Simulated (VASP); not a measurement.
Set up this calculation in VASP 6.6.1, as the native input.

```
Task                   : single point
Functional             : PBE
Potentials or basis    : VASP PAW PBE potentials, release 64 (Ni)
Cutoff                 : 520 eV
k mesh                 : 15 × 15 × 15
Occupations            : methfessel-paxton, width 0.03 eV
Spin                   : no spin polarisation
Dipole correction      : no
Further INCAR settings : ALGO = Normal; EDIFF = 1e-06; NBANDS = 11
```

The structure of Ni lies in POSCAR:

```
Ni
1.0
    0.0000000000      1.7572466680      1.7572466680
    1.7572466680      0.0000000000      1.7572466680
    1.7572466680      1.7572466680      0.0000000000
Ni
1
Direct
    0.0000000000      0.0000000000      0.0000000000
```

One way to write it, as run:

INCAR

```
SYSTEM = Ni
ALGO = Normal
EDIFF = 1E-6
ENCUT = 520
GGA = PE
ISIF = 2
ISMEAR = 1
LASPH = .TRUE.
LCHARG = .FALSE.
LREAL = .FALSE.
LWAVE = .FALSE.
NBANDS = 11
NELM = 60
PREC = Accurate
SIGMA = 0.03
```

KPOINTS

```
k-points
0
G
  15 15 15
  0 0 0
```

Potentials or basis: VASP PAW PBE potentials, release 64 (Ni).

The run is started by

```console
$ cat potpaw_PBE.64/Ni/POTCAR > POTCAR
$ mpirun -np 1 vasp_std > vasp.out
```

It gave:

| Property | Result |
| --- | --- |
| Pressure | -0.8 GPa |
| Band gap on the k mesh | zero (band 5 reaches 9.37 eV, above the bottom of band 6 at 8.43 eV) |

Caveat: the run has no spin polarisation, though such a crystal can be magnetic.

Wall time 31 s on 1 thread of AMD EPYC 7R13, with other jobs on the host, peak memory 0.1 GiB.
